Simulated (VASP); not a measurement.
Runs of VASP 6.6.1 on Na. The structure is that of space group P6/mmm (No. 191), or close to it. The cells are those of the table. This isn't the form of Na at room conditions, which is bcc.

```tsv
cell	k mesh	gap on the mesh (eV)	pressure (GPa)
a = 6.057, b = 6.057, c = 3.592 Å, angles 90.0, 90.0, 120.0°, 3 atoms	7 × 7 × 10	none	(b)
a = 5.884, b = 5.884, c = 3.490 Å, angles 90.0, 90.0, 120.0°, 3 atoms	7 × 7 × 10	none	1.1
a = 6.377, b = 6.377, c = 3.782 Å, angles 90.0, 90.0, 120.0°, 3 atoms	7 × 7 × 10	none	(a)
a = 6.140, b = 6.140, c = 3.641 Å, angles 90.0, 90.0, 120.0°, 3 atoms	6 × 6 × 9	none	0.0
a = 6.140, b = 6.140, c = 3.641 Å, angles 90.0, 90.0, 120.0°, 3 atoms	7 × 7 × 10	none	0.0
a = 5.972, b = 5.972, c = 3.542 Å, angles 90.0, 90.0, 120.0°, 3 atoms	7 × 7 × 10	none	0.7
a = 6.221, b = 6.221, c = 3.689 Å, angles 90.0, 90.0, 120.0°, 3 atoms	7 × 7 × 10	none	-0.2
a = 6.300, b = 6.300, c = 3.736 Å, angles 90.0, 90.0, 120.0°, 3 atoms	7 × 7 × 10	none	-0.4
```

Alike in all rows: task single point; level revPBE; potentials or basis VASP PAW PBE potentials, release 64 (Na_pv); no spin polarisation; cutoff (eV) 520; smearing fermi-dirac 0.1 eV.

Estimate the missing entries.

(a) -0.6; (b) 0.3.

Caveats: the PAW data sets were made with another functional, which shifts forces and pressure a little.

A gap of «none» marks levels without a gap at the run's occupations.
